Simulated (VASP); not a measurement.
# ZrTi3N4 (Pm-3m) in VASP: a series of runs

ZrTi3N4 is run at these levels: PBE; tasks: single point.

All numbers are computed with VASP 6.6.1; they aren't measurements. Logs are shortened: lines on timing, memory, paths and dates and some standing lists are left out, and cuts for length are marked.

**1. The cell of the first run**

Symmetry: Pm-3m, No. 221, cubic system. Conventional cell: a = 4.356 Å, b = 4.356 Å, c = 4.356 Å, α = 90.00°, β = 90.00°, γ = 90.00°. Within 2.9 Å of Zr (site symmetry m-3m) lie 6 N at 2.18 Å. Ti (site symmetry 4/mmm) has 6 N at 2.18 Å within 2.9 Å. N (site symmetry 4/mmm) has 2 Zr at 2.18 Å and 4 Ti at 2.18 Å within 2.9 Å. N (site symmetry m-3m) has 6 Ti at 2.18 Å within 2.9 Å.

**2. Single point, PBE, collinear spin**

Input file INCAR:

```
SYSTEM = ZrTi3N4
  PREC = Accurate
  ENCUT = 520
  EDIFF = 1E-6
  ISMEAR = 0
  SIGMA = 0.1
  LREAL = .False.
  LASPH = .True.
  NELM = 150
  ALGO = Normal
  ISIF = 2
  LWAVE = .False.
  LCHARG = .False.
  ISPIN = 2
  MAGMOM = 0 1 1 1 0 0 0 0
  LORBIT = 11
  LMAXMIX = 4
  GGA = PE
  NBANDS = 48
```

Input file KPOINTS:

```
regular mesh
0
Gamma
  4 4 4
  0 0 0
```

Input file POSCAR:

```
ZrTi3N4
1.0
    4.3562792000      0.0000000000      0.0000000000
    0.0000000000      4.3562792000      0.0000000000
    0.0000000000      0.0000000000      4.3562792000
Zr Ti N
1 3 4
Direct
    0.0000000000      0.0000000000      0.0000000000
    0.5000000000      0.5000000000      0.0000000000
    0.0000000000      0.5000000000      0.5000000000
    0.5000000000      0.0000000000      0.5000000000
    0.0000000000      0.0000000000      0.5000000000
    0.5000000000      0.0000000000      0.0000000000
    0.0000000000      0.5000000000      0.0000000000
    0.5000000000      0.5000000000      0.5000000000
```

Potentials or basis: VASP PAW PBE potentials, release 64 (Zr_sv, Ti_sv, N).

Started as:

```console
$ cat potpaw_PBE.64/Zr_sv/POTCAR potpaw_PBE.64/Ti_sv/POTCAR potpaw_PBE.64/N/POTCAR > POTCAR
$ mpirun -np 1 vasp_std > vasp.out
```

OUTCAR:

```text
SYSTEM = ZrTi3N4
   PREC = Accurate
   ENCUT = 520
   EDIFF = 1E-6
   ISMEAR = 0
   LREAL = .False.
   LASPH = .True.
   NELM = 150
   ISIF = 2
   ISPIN = 2
   LORBIT = 11
   GGA = PE

 ion  position               nearest neighbor table
   1  0.000  0.000  0.000-   5 2.18   6 2.18   7 2.18   5 2.18   7 2.18   6 2.18   3 3.08   4 3.08
                             2 3.08   2 3.08   3 3.08   3 3.08   3 3.08   2 3.08   4 3.08   4 3.08
   2  0.500  0.500  0.000-   6 2.18   7 2.18   8 2.18   8 2.18   6 2.18   7 2.18   1 3.08   1 3.08
                             1 3.08   1 3.08
   3  0.000  0.500  0.500-   5 2.18   7 2.18   8 2.18   7 2.18   5 2.18   8 2.18   1 3.08   1 3.08
                             1 3.08   1 3.08
   4  0.500  0.000  0.500-   5 2.18   6 2.18   8 2.18   6 2.18   8 2.18   5 2.18   1 3.08   1 3.08
                             1 3.08   1 3.08
   5  0.000  0.000  0.500-   1 2.18   3 2.18   4 2.18   1 2.18   3 2.18   4 2.18
   6  0.500  0.000  0.000-   1 2.18   2 2.18   4 2.18   4 2.18   2 2.18   1 2.18
   7  0.000  0.500  0.000-   1 2.18   2 2.18   3 2.18   3 2.18   1 2.18   2 2.18
   8  0.500  0.500  0.500-   2 2.18   3 2.18   4 2.18   2 2.18   4 2.18   3 2.18

  LATTYP: Found a simple cubic cell.
 ALAT       =     4.3562792000

  Lattice vectors:

 A1 = (   4.3562792000,   0.0000000000,   0.0000000000)
 A2 = (   0.0000000000,   4.3562792000,   0.0000000000)
 A3 = (   0.0000000000,   0.0000000000,   4.3562792000)

Analysis of symmetry for initial positions (statically):
=====================================================================
 Subroutine PRICEL returns:
 Original cell was already a primitive cell.

 Routine SETGRP: Setting up the symmetry group for a
 simple cubic supercell.

 Subroutine GETGRP returns: Found 48 space group operations
 (whereof 48 operations were pure point group operations)
 out of a pool of 48 trial point group operations.

The static configuration has the point symmetry O_h .

Analysis of symmetry for dynamics (positions and initial velocities):
=====================================================================
 Subroutine PRICEL returns:
 Original cell was already a primitive cell.

 Routine SETGRP: Setting up the symmetry group for a
 simple cubic supercell.

 Subroutine GETGRP returns: Found 48 space group operations
 (whereof 48 operations were pure point group operations)
 out of a pool of 48 trial point group operations.

The dynamic configuration has the point symmetry O_h .

Analysis of structural, dynamic, and magnetic symmetry:
=====================================================================
 Subroutine PRICEL returns:
 Original cell was already a primitive cell.

 Routine SETGRP: Setting up the symmetry group for a
 simple cubic supercell.

 Subroutine GETGRP returns: Found 48 space group operations
 (whereof 48 operations were pure point group operations)
 out of a pool of 48 trial point group operations.

The overall configuration has the point symmetry O_h .

 Subroutine INISYM returns: Found 48 space group operations
 (whereof 48 operations are pure point group operations),
 and found     1 'primitive' translations

----------------------------------------------------------------------------------------

                                     Primitive cell

  volume of cell :      82.6698

  direct lattice vectors                    reciprocal lattice vectors
     4.356279200  0.000000000  0.000000000     0.229553698  0.000000000  0.000000000
     0.000000000  4.356279200  0.000000000     0.000000000  0.229553698  0.000000000
     0.000000000  0.000000000  4.356279200     0.000000000  0.000000000  0.229553698

  length of vectors
     4.356279200  4.356279200  4.356279200     0.229553698  0.229553698  0.229553698

  position of ions in fractional coordinates (direct lattice)
     0.000000000  0.000000000  0.000000000
     0.500000000  0.500000000  0.000000000
     0.000000000  0.500000000  0.500000000
     0.500000000  0.000000000  0.500000000
     0.000000000  0.000000000  0.500000000
     0.500000000  0.000000000  0.000000000
     0.000000000  0.500000000  0.000000000
     0.500000000  0.500000000  0.500000000

  ion indices of the primitive-cell ions
   primitive index   ion index
                 1           1
                 2           2
[... 45 lines left out ...]
   k-points           NKPTS =     10   k-points in BZ     NKDIM =     10   number of bands    NBANDS=     48
   number of dos      NEDOS =    301   number of ions     NIONS =      8
   total plane-waves  NPLWV =  32768
   dimension x,y,z NGX =    32 NGY =   32 NGZ =   32
   dimension x,y,z NGXF=    64 NGYF=   64 NGZF=   64
   ions per type =               1   3   4
   NGX,Y,Z   is equivalent  to a cutoff of  12.21, 12.21, 12.21 a.u.
   NGXF,Y,Z  is equivalent  to a cutoff of  24.42, 24.42, 24.42 a.u.
 SYSTEM =  ZrTi3N4
   PREC   = accura    normal or accurate (medium, high low for compatibility)
   ISTART =      0    job   : 0-new  1-cont  2-samecut
   ICHARG =      2    charge: 1-file 2-atom 10-const
   ISPIN  =      2    spin polarized calculation?
   LNONCOLLINEAR =      F non collinear calculations
   LSORBIT =      F    spin-orbit coupling
   LASPH  =      T    aspherical Exc in radial PAW
   ENCUT  =  520.0 eV  38.22 Ry    6.18 a.u.   8.10  8.10  8.10*2*pi/ulx,y,z
   NELM   =    150;   NELMIN=  2; NELMDL= -5     # of ELM steps
   EDIFF  = 0.1E-05   stopping-criterion for ELM
   LREAL  =      F    real-space projection
[... 7 lines left out ...]
   TEBEG  =    0.0;   TEEND  =   0.0 temperature during run
   PSTRESS=    0.0 pullay stress
   NELECT =      68.0000    total number of electrons
   NUPDOWN=      -1.0000    fix difference up-down
   EMIN   =  10.00;   EMAX   =-10.00  energy-range for DOS
   EFERMI =   0.00;   METHOD = LEGACY
   ISMEAR =     0;   SIGMA  =   0.10  broadening in eV -4-tet -1-fermi 0-gaus
   EFERMI_NEDOS =   21; number of points for ismear=-14 and -15
   IALGO  =     38    algorithm
   IMIX   =      4    mixing-type and parameters
     AMIX     =   0.40;   BMIX     =  1.00
     AMIX_MAG =   1.60;   BMIX_MAG =  1.00
  volume/ion in A,a.u.               =      10.33        69.74
  Fermi-wavevector in a.u.,A,eV,Ry     =   1.533894  2.898640 32.012218  2.352832
  Thomas-Fermi vector in A             =   2.640898
   LORBIT       =     11    0 simple, 1 ext, 2 COOP (PROOUT), +10 PAW based schemes
   GGA     = PE    functional components
   LHFCALC =     F    Hartree Fock is set to
   AEXX    =    0.0000 exact exchange contribution
   IVDW    =     0    specifies the selected vdW correction
   LEPSILON=     F    determine dielectric tensor
   LRPA    =     F    only Hartree local field effects (RPA)
 spin polarized calculation
 Gauss-broadening in eV      SIGMA  =   0.10
  energy-cutoff  :      520.00
  volume of cell :       82.67
 maximum number of plane-waves:      2272
   NGX = 17   NGY = 17   NGZ = 17

 number of electron      68.0000030 magnetization       0.0000048

 number of electron      68.0000030 magnetization      -0.0000028

 Free energy of the ion-electron system (eV)
  ---------------------------------------------------
  ext. energy  EPLUGINS =         0.00000000
  ---------------------------------------------------
  free energy    TOTEN  =       -78.80903274 eV

  energy without entropy =      -78.79045733  energy(sigma->0) =      -78.79974504

 E-fermi :  11.2048     XC(G=0): -12.7723

 val. band max:       10.9973381194   @ k =   0.2500   0.2500   0.2500
 cond. band min:      11.2129533764   @ k =   0.2500   0.2500   0.0000
 fundamental gap:      0.2156152571
 Fermi energy:        11.2047534227

 spin component 1

 k-point     1 :       0.0000    0.0000    0.0000
  band No.  band energies     occupation
      1     -46.6136      1.00000
      2     -46.5456      1.00000
      3     -46.5456      1.00000
      4     -37.6540      1.00000
      5     -23.0145      1.00000
      6     -23.0145      1.00000
[... 479 lines left out ...]
     45      16.4072      0.00000
     46      16.4072      0.00000
 Fermi energy:        11.2047534227

 spin component 2

 k-point     1 :       0.0000    0.0000    0.0000
  band No.  band energies     occupation
      1     -46.6136      1.00000
      2     -46.5456      1.00000
      3     -46.5456      1.00000
      4     -37.6540      1.00000
      5     -23.0145      1.00000
      6     -23.0145      1.00000
[... 479 lines left out ...]
     45      16.4072      0.00000
     46      16.4072      0.00000
 [bands above 46 left out]

------------------------ aborting loop because EDIFF is reached ----------------------------------------

  FORCE on cell =-STRESS in cart. coord.  units (eV):
  Direction    XX          YY          ZZ          XY          YZ          ZX
  --------------------------------------------------------------------------------------
  -------------------------------------------------------------------------------------
  Total        0.1628385      0.1628385      0.1628385      0.0000000      0.0000000      0.0000000
  in kB        3.1558810      3.1558810      3.1558810      0.0000000      0.0000000      0.0000000
  external PRESSURE =       3.1558810 kB  Pullay stress =       0.0000000 kB

 VOLUME and BASIS-vectors are now :
 -----------------------------------------------------------------------------
  energy-cutoff  :      520.00
  volume of cell :       82.67
      direct lattice vectors                 reciprocal lattice vectors
     4.356279200  0.000000000  0.000000000     0.229553698  0.000000000  0.000000000
     0.000000000  4.356279200  0.000000000     0.000000000  0.229553698  0.000000000
     0.000000000  0.000000000  4.356279200     0.000000000  0.000000000  0.229553698

 POSITION                                       TOTAL-FORCE (eV/Angst)
 -----------------------------------------------------------------------------------
      0.00000      0.00000      0.00000         0.000000      0.000000      0.000000
      2.17814      2.17814      0.00000         0.000000      0.000000      0.000000
      0.00000      2.17814      2.17814         0.000000      0.000000      0.000000
      2.17814      0.00000      2.17814         0.000000      0.000000      0.000000
      0.00000      0.00000      2.17814         0.000000      0.000000      0.000000
      2.17814      0.00000      0.00000         0.000000      0.000000      0.000000
      0.00000      2.17814      0.00000         0.000000      0.000000      0.000000
      2.17814      2.17814      2.17814         0.000000      0.000000      0.000000
 -----------------------------------------------------------------------------------
    total drift:                                0.000000     -0.000000     -0.000000

  FREE ENERGIE OF THE ION-ELECTRON SYSTEM (eV)
  ---------------------------------------------------
  free  energy   TOTEN  =       -78.8090327440 eV

  energy  without entropy=      -78.7904573309  energy(sigma->0) =      -78.79974504

 total charge

# of ion       s       p       d       tot
------------------------------------------
    1        2.192   6.081   1.753  10.025
    2        2.168   6.191   1.921  10.279
    3        2.168   6.191   1.921  10.279
    4        2.168   6.191   1.921  10.279
    5        1.246   2.504   0.000   3.750
    6        1.246   2.504   0.000   3.750
    7        1.246   2.504   0.000   3.750
    8        1.240   2.460   0.000   3.701
--------------------------------------------------
tot         13.673  34.625   7.515  55.813

 magnetization (x)

# of ion       s       p       d       tot
------------------------------------------
    1        0.000   0.000  -0.000   0.000
    2        0.000   0.000   0.000   0.000
    3        0.000   0.000   0.000   0.000
    4        0.000   0.000   0.000   0.000
    5       -0.000  -0.000   0.000  -0.000
    6       -0.000  -0.000   0.000  -0.000
    7       -0.000  -0.000   0.000  -0.000
    8        0.000   0.000   0.000   0.000
--------------------------------------------------
tot          0.000  -0.000   0.000   0.000
```

Wall time 41 s (1 thread of Intel Xeon 6975P-C (Granite Rapids), shared host); peak memory 0.23 GiB.

What came out:

| Item | Value |
| --- | --- |
| Free energy | -78.8090 eV |
| Pressure | 0.3 GPa |
| Band gap on the k mesh | zero (filled and empty bands overlap) |
| Net moment | 0.00 μB per cell |
| Valence electrons inside the program's atomic spheres | Zr 10.03; Ti 10.28; N 3.75, 3.70 (each value once) |

Levels at points of the mesh, in eV from the Fermi level:
Spin up:
```
           k point  band 31  band 32  band 33  band 34  band 35  band 36  band 37  band 38
(0.00, 0.00, 0.00)    -2.66    -2.66    -2.02    -2.02    -2.02    -0.43    -0.43    -0.43
(0.50, 0.00, 0.00)    -2.94    -2.94    -1.91    -1.75     0.80     0.80     1.04     1.12
(0.50, 0.50, 0.00)    -4.70    -3.99     0.79     0.90     1.18     1.18     1.38     1.57
(0.50, 0.50, 0.50)    -5.08    -5.08     1.57     1.57     1.57     1.58     1.58     1.92
```
Spin down:
```tsv
k point	band 32	band 33	band 34	band 35	band 36	band 37
(0.00, 0.00, 0.00)	-2.66	-2.02	-2.02	-2.02	-0.43	-0.43
(0.50, 0.00, 0.00)	-2.94	-1.91	-1.75	0.80	0.80	1.04
(0.50, 0.50, 0.00)	-3.99	0.79	0.90	1.18	1.18	1.38
(0.50, 0.50, 0.50)	-5.08	1.57	1.57	1.57	1.58	1.58
```

Caveat: the k points lie up to 0.36 Å⁻¹ apart, too coarse for converged energies and pressures of a metal.

**3. Single point, PBE (10.95 Å³/atom)**

This run uses another cell than the first one, of 10.95 Å³/atom.

Input file INCAR:

```
ALGO     = Normal         # electronic algorithm
EDIFF    = 1E-6           # SCF threshold, eV
ENCUT    = 520            # plane-wave cutoff, eV
GGA      = PE             # functional
ISIF     = 2              # what is computed and relaxed
ISMEAR   = 0              # smearing method
LASPH    = True           # aspherical terms in the spheres
LCHARG   = False          # write CHGCAR
LREAL    = False          # projectors in reciprocal space
LWAVE    = False          # write WAVECAR
NBANDS   = 44             # bands
NELM     = 100            # most SCF steps
PREC     = Accurate       # precision mode
SIGMA    = 0.1            # smearing width, eV
```

Input file KPOINTS:

```
k-points
0
Gamma
  10 10 10
```

POSCAR, as its differences from that of step 2:

```diff
@@ -2,5 +2,5 @@
 1.0
-    4.3562792000      0.0000000000      0.0000000000
-    0.0000000000      4.3562792000      0.0000000000
-    0.0000000000      0.0000000000      4.3562792000
+    4.4417181304      0.0000000000      0.0000000000
+    0.0000000000      4.4417181304      0.0000000000
+    0.0000000000      0.0000000000      4.4417181304
 Zr Ti N
```

Potentials or basis: VASP PAW PBE potentials, release 64 (Zr_sv, Ti_sv, N).

Started as:

```console
$ cat potpaw_PBE.64/Zr_sv/POTCAR potpaw_PBE.64/Ti_sv/POTCAR potpaw_PBE.64/N/POTCAR > POTCAR
$ mpirun -np 1 vasp_std > vasp.out
```

It took 2.4 min on 1 thread of Intel Xeon 6975P-C (Granite Rapids), shared host; peak memory 0.32 GiB.

Results (log left out):

| Quantity | Value |
| --- | --- |
| Free energy | -78.5803 eV |
| Pressure | -13.2 GPa |
| Band gap on the k mesh | zero (bands 34 and 35 overlap by 3.50 eV) |

Levels at points of the mesh, in eV from the Fermi level:
| k point | band 30 | band 31 | band 32 | band 33 | band 34 | band 35 | band 36 | band 37 | band 38 | band 39 |
| --- | --- | --- | --- | --- | --- | --- | --- | --- | --- | --- |
| (0.00, 0.00, 0.00) | -2.80 | -2.80 | -2.80 | -2.11 | -2.11 | -2.11 | -0.53 | -0.53 | -0.53 | 0.54 |
| (0.50, 0.00, 0.00) | -3.15 | -3.02 | -3.02 | -1.89 | -1.74 | 0.59 | 0.59 | 0.81 | 0.89 | 0.89 |
| (0.50, 0.50, 0.00) | -4.69 | -4.65 | -4.06 | 0.59 | 0.69 | 0.94 | 0.94 | 1.13 | 1.29 | 1.33 |
| (0.50, 0.50, 0.50) | -4.96 | -4.96 | -4.96 | 1.29 | 1.29 | 1.29 | 1.31 | 1.31 | 1.60 | 1.60 |

Caveat: the cell stands under tension.

(Continued in part 2 of 2.)

The gap in the log of VASP goes by the Fermi energy; the results here count the filled bands.